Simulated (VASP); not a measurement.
Write the native input for VASP 6.6.1 that does the following.

| Property | Result |
| --- | --- |
| Task | relaxation of cell and atoms |
| Functional | PBE |
| Potentials or basis | VASP PAW PBE potentials, release 64 (Lu) |
| Cutoff | 600 eV |
| k mesh | 8 × 8 × 8 |
| Occupations | gaussian, width 0.1 eV |
| Spin | no spin polarisation |
| Dipole correction | no |
| Further INCAR settings | ALGO = Normal; EDIFF = 1e-06; IBRION = 2; EDIFFG = -0.04; NSW = 90; ISIF = 3 |

The structure of Lu lies in POSCAR:

```
Lu
1.0
   -1.7245353600      1.7245353600      2.5175163100
    1.7245353600     -1.7245353600      2.5175163100
    1.7245353600      1.7245353600     -2.5175163100
Lu
1
Direct
    0.0000000000      0.0000000000      0.0000000000
```

The cell was built from a structure type or drawn by symmetry, and may not be a known phase.

One way to write it, as run:

INCAR

```
PREC = Accurate
ENCUT = 600
EDIFF = 1E-6
ISMEAR = 0
SIGMA = 0.1
LREAL = F
LASPH = T
NELM = 100
ALGO = Normal
ISIF = 3
LWAVE = F
LCHARG = F
GGA = PE
IBRION = 2
NSW = 90
EDIFFG = -0.04
```

KPOINTS

```
regular mesh
0
Gamma
  8 8 8
```

Potentials or basis: VASP PAW PBE potentials, release 64 (Lu).

Command:

```sh
$ cat potpaw_PBE.64/Lu/POTCAR > POTCAR
$ mpirun -np 1 vasp_std > vasp.out
```

It gave:

| Item | Value |
| --- | --- |
| Relaxed volume | 28.84 Å³/atom |
| Relaxed cell | a = 3.441 Å, b = 3.441 Å, c = 3.441 Å, α = 119.95°, β = 119.95°, γ = 90.08° |
| Space group after relaxing (to 0.1 Å) | Fm-3m (No. 225) |
| Energy gained by relaxing | 8.3 meV/atom |
| Ionic steps | 7 |
| Pressure after relaxing | 0.0 GPa |
| Band gap on the k mesh | zero (an odd number of electrons rules out a gap without spin polarisation) |

Caveat: spin-orbit coupling is left out, which moves the levels of the heavy elements.

Wall time 76 s on 1 thread of Intel(R) Xeon(R) 6975P-C (Granite Rapids), on a shared host, peak memory 0.2 GiB.
